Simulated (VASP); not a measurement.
Input of a VASP 6.6.1 run:

File INCAR:

```
SYSTEM = SnO2
ALGO = Normal ; EDIFF = 1E-6
ENCUT = 520 ; GGA = RE
ISIF = 2 ; ISMEAR = -1
LASPH = .TRUE. ; LCHARG = .FALSE.
LREAL = .FALSE. ; LWAVE = .FALSE.
NBANDS = 35 ; NELM = 100
PREC = Accurate ; SIGMA = 0.05
```

Contents of KPOINTS:

```
k-points
0
G
  6 6 8
  0 0 0
```

POSCAR

```
SnO2
1.0
    4.8613163343      0.0000000000      0.0000000000
    0.0000000000      4.8613163343      0.0000000000
    0.0000000000      0.0000000000      3.2480915385
Sn O
2 4
Direct
    0.5000000000      0.5000000000      0.5000000000
    0.0000000000      0.0000000000      0.0000000000
    0.8068166852      0.1931833148      0.5000000000
    0.6931833148      0.6931833148      0.0000000000
    0.1931833148      0.8068166852      0.5000000000
    0.3068166852      0.3068166852      0.0000000000
```

Potentials or basis: VASP PAW PBE potentials, release 64 (Sn_d, O).

Run with:

```sh
$ cat potpaw_PBE.64/Sn_d/POTCAR potpaw_PBE.64/O/POTCAR > POTCAR
$ mpirun -np 1 vasp_std > vasp.out
```

Problem. Predict the pressure.

Solution. 0.6 GPa.

Problem. Estimate the largest force.

Solution. 0.016 eV/Å.

Forces on the atoms (eV/Å):
```
Sn   0.000  0.000  0.000
Sn   0.000  0.000  0.000
O   -0.011  0.011  0.000
O    0.011  0.011  0.000
O    0.011 -0.011  0.000
O   -0.011 -0.011  0.000
```

Caveat: the PAW data sets were made with another functional, which shifts forces and pressure a little.
